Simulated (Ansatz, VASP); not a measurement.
## Two plane-wave programs on LiF

Contents of INCAR:

```
SYSTEM = LiF
  PREC = Accurate
  ENCUT = 520
  EDIFF = 1E-6
  ISMEAR = 0
  SIGMA = 0.01
  LREAL = .False.
  LASPH = .True.
  NELM = 60
  ALGO = Normal
  ISIF = 2
  LWAVE = .False.
  LCHARG = .False.
  GGA = PE
  NBANDS = 18
```

The input KPOINTS:

```
Automatic mesh
0
Gamma
  9 9 6
  0 0 0
```

POSCAR

```
LiF
1.0
    3.3621960025      0.0000000000      0.0000000000
   -1.6810980013      2.9117471507      0.0000000000
    0.0000000000      0.0000000000      4.1363390047
Li F
2 2
Direct
    0.3333333333      0.6666666667      0.2500000000
    0.6666666667      0.3333333333      0.7500000000
    0.6666666667      0.3333333333      0.2500000000
    0.3333333333      0.6666666667      0.7500000000
```

Input for Ansatz:

```yaml
crystal:
  lattice:
    - [3.3621960025, 0.0, 0.0]
    - [-1.6810980013, 2.9117471507, 0.0]
    - [0.0, 0.0, 4.1363390047]
  atoms:
    - { symbol: Li, position: [0.3333333333, 0.6666666667, 0.25] }
    - { symbol: Li, position: [0.6666666667, 0.3333333333, 0.75] }
    - { symbol: F, position: [0.6666666667, 0.3333333333, 0.25] }
    - { symbol: F, position: [0.3333333333, 0.6666666667, 0.75] }
kpoints:
  mp_grid: { grid: [9, 9, 6] }
hamiltonian:
  xc: pbe
scf:
  occupations: { method: fixed }
  n_extra_bands: 5
output:
  forces: true
  stress: true
  eigenvalues: true
```

Alike in both runs: task single point; functional PBE; k mesh 9 × 9 × 6; no spin polarisation.

|  | VASP | Ansatz |
| --- | --- | --- |
| version | VASP 6.6.1 | Ansatz 0.2.0 |
| potentials or method | VASP PAW PBE potentials, release 64 (Li_sv, F) | plane waves, PAW |
| plane-wave cutoff (eV) | 520 | 420 |
| occupations | gaussian, width 0.01 eV | fixed |
| valence electrons in the cell | 20 | 20 |

```tsv
	VASP	Ansatz	Ansatz less VASP
gap on the k mesh at the Fermi level (eV)	7.38	7.39	+0.007
```

Noted on VASP's run: the cutoff is short for stress, so the pressure is rough.
